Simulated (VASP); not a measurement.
# HfO2: single point with PBE

The system is HfO2.

```
CELL_PARAMETERS angstrom
0.00000 2.60865 2.55750
2.60865 0.00000 2.55750
2.60865 2.60865 0.00000
ATOMIC_POSITIONS crystal
Hf 0.00000 0.00000 0.00000
O 0.25000 0.25000 0.25000
O 0.75000 0.75000 0.75000
```

This cell differs from its parent crystal: equal xx and yy strain of +2 %.

- Program: VASP 6.6.1
- Task: single point
- Functional: PBE
- Potentials or basis: VASP PAW PBE potentials, release 64 (Hf_pv, O)
- Cutoff: 520 eV
- k mesh: 9 × 9 × 9
- Occupations: fermi-dirac, width 0.01 eV
- Spin: no spin polarisation

```
Pressure               : -14.2 GPa
Band gap on the k mesh : 3.53 eV, indirect (least direct gap 3.68 eV)
```

Stress tensor (GPa, compression positive):
```
-17.01   0.00   0.00
  0.00 -17.01   0.00
  0.00   0.00  -8.53
```

Levels at points of the mesh, in eV from the valence-band top:
| k point | band 7 | band 8 | band 9 | band 10 | band 11 | band 12 | band 13 | band 14 | band 15 | band 16 |
| --- | --- | --- | --- | --- | --- | --- | --- | --- | --- | --- |
| (0.00, 0.00, 0.00) | -5.03 | -5.03 | -0.75 | -0.75 | -0.49 | 3.53 | 3.69 | 5.24 | 9.51 | 9.51 |

Wall time 24 s on 1 thread of AMD EPYC 9R45 96-Core Processor (Zen 5), on a shared host, peak memory 0.16 GiB.

Caveat: the cell differs from its parent crystal (equal xx and yy strain of +2 %); spin-orbit coupling is left out, which moves the levels of the heavy elements. A k mesh can miss the band edges.
